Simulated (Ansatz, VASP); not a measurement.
Hf: VASP beside Ansatz

The input INCAR:

```
SYSTEM = Hf
ALGO = Fast ; EDIFF = 1E-6
ENCUT = 520 ; GGA = CA
GGA_COMPAT = .False. ; ISIF = 2
ISMEAR = -1 ; LASPH = .True.
LCHARG = .False. ; LMAXMIX = 4
LORBIT = 11 ; LORBMOM = .True.
LREAL = .False. ; LSORBIT = .True.
LWAVE = .False. ; MAGMOM = 0 0 0
NBANDS = 21 ; NELM = 150
PREC = Accurate ; SIGMA = 0.05
```

KPOINTS

```
k-points
0
Gamma
  7 7 7
  0 0 0
```

Contents of POSCAR:

```
Hf
1.0
   -1.8050000000      1.8050000000      1.8050000000
    1.8050000000     -1.8050000000      1.8050000000
    1.8050000000      1.8050000000     -1.8050000000
Hf
1
Direct
    0.0000000000      0.0000000000      0.0000000000
```

Contents of input.yaml:

```yaml
crystal:
  lattice:
    - [-1.805, 1.805, 1.805]
    - [1.805, -1.805, 1.805]
    - [1.805, 1.805, -1.805]
  atoms:
    - { symbol: Hf, position: [0.0, 0.0, 0.0] }
hamiltonian:
  xc: lda
  pseudopotentials: { kind: paw_fr }
magnetization:
  noncollinear: true
  spin_orbit: true
kpoints:
  mp_grid: { grid: [7, 7, 7] }
  band_path:
    path:
      - [[0.0, 0.0, 0.0], [0.5, -0.5, 0.5], [0.0, 0.0, 0.5], [0.0, 0.0, 0.0], [0.25, 0.25, 0.25], [0.5, -0.5, 0.5]]
      - [[0.25, 0.25, 0.25], [0.0, 0.0, 0.5]]
    npoints: 14
scf:
  occupations: { method: fermi_dirac, width: 0.05 }
  n_extra_bands: 6
output:
  forces: true
  stress: true
  eigenvalues: true
  fatbands: false
```

Alike in both runs: functional LDA; k mesh 7 × 7 × 7; occupations fermi-dirac, width 0.05 eV; non-collinear spin, spin-orbit coupling.

```csv
,VASP,Ansatz
version,VASP 6.6.1,Ansatz 0.2.0
potentials or method,"VASP PAW LDA potentials, release 64 (Hf_pv)",Ansatz PAW
plane-wave cutoff (eV),520,420
valence electrons in the cell,10,26
task,single point,band structure
```

|  | VASP | Ansatz | Ansatz less VASP |
| --- | --- | --- | --- |
| pressure (GPa) | -11.7 | -11.8 | -0.10 |
| net moment per atom (μB) | 0.00 | 0.00 | 0.000 |

LDA's correlation is that of Perdew and Zunger in VASP and of Perdew and Wang (1992) in Ansatz. VASP's potentials hold 10 valence electrons a cell and Ansatz's 26, so a difference there can come from the potentials and not from the codes.
